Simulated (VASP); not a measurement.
Write the native input for VASP 6.6.1 that does the following.

```
Task                   : single point
Functional             : PBE
Dispersion             : D3(BJ)
Potentials or basis    : VASP PAW PBE potentials, release 64 (Si, S)
Cutoff                 : 520 eV
k mesh                 : 7 × 4 × 1
Occupations            : gaussian, width 0.05 eV
Spin                   : collinear spin, ferromagnetic start
Starting moments       : [0.0, 0.0, 0.0, 0.0, 0.0, 0.0, 0.0, 0.0, 2.0] μB
Dipole correction      : yes
Further INCAR settings : ALGO = Normal; EDIFF = 1e-07; NBANDS = 33
```

The structure of Si8S lies in POSCAR:

```
Si8S
1.0
    3.8155170197      0.0000000000      0.0000000000
    0.0000000000      6.3129357895      0.0000000000
    0.0000000000      0.0000000000     21.2318711397
Si S
8 1
Direct
    0.0000000000      0.9369021388      0.1883960191
    0.0000000000      0.5630978612      0.1883960191
    0.5000000000      0.4369021388      0.2402729771
    0.5000000000      0.0630978612      0.2402729771
    0.5000000000      0.9332664454      0.3446595292
    0.5000000000      0.5667335546      0.3446595292
    0.0000000000      0.4266292815      0.3877129380
    0.0000000000      0.0733707185      0.3877129380
    0.5000000000      1.2599626148      0.4913307485
```

One way to write it, as run:

INCAR

```
SYSTEM = Si8S
  PREC = Accurate
  ENCUT = 520
  EDIFF = 1E-7
  ISMEAR = 0
  SIGMA = 0.05
  LREAL = .FALSE.
  LASPH = .TRUE.
  NELM = 150
  ALGO = Normal
  ISIF = 2
  LWAVE = .FALSE.
  LCHARG = .FALSE.
  ISPIN = 2
  MAGMOM = 0 0 0 0 0 0 0 0 2
  LORBIT = 11
  LDIPOL = .TRUE.
  IDIPOL = 3
  DIPOL = 0.5 0.5 0.313
  GGA = PE
  IVDW = 12
  NBANDS = 33
```

KPOINTS

```
regular mesh
0
G
  7 4 1
  0 0 0
```

Potentials or basis: VASP PAW PBE potentials, release 64 (Si, S).

Command:

```sh
$ cat potpaw_PBE.64/Si/POTCAR potpaw_PBE.64/S/POTCAR > POTCAR
$ mpirun -np 1 vasp_std > vasp.out
```

Results of the run:

| Property | Result |
| --- | --- |
| Largest force | 1.638 eV/Å |
| Net moment | 0.07 μB per cell |
| Site moments | Si +0.00, -0.00; S +0.04 μB |
| Valence electrons inside the program's atomic spheres | Si 1.64, 1.67, 1.71; S 3.52 |
| Dispersion energy per atom | -0.257 eV |

It took 21 min on 1 thread of Intel Xeon 8259CL, on a shared host, peak memory 0.83 GiB.
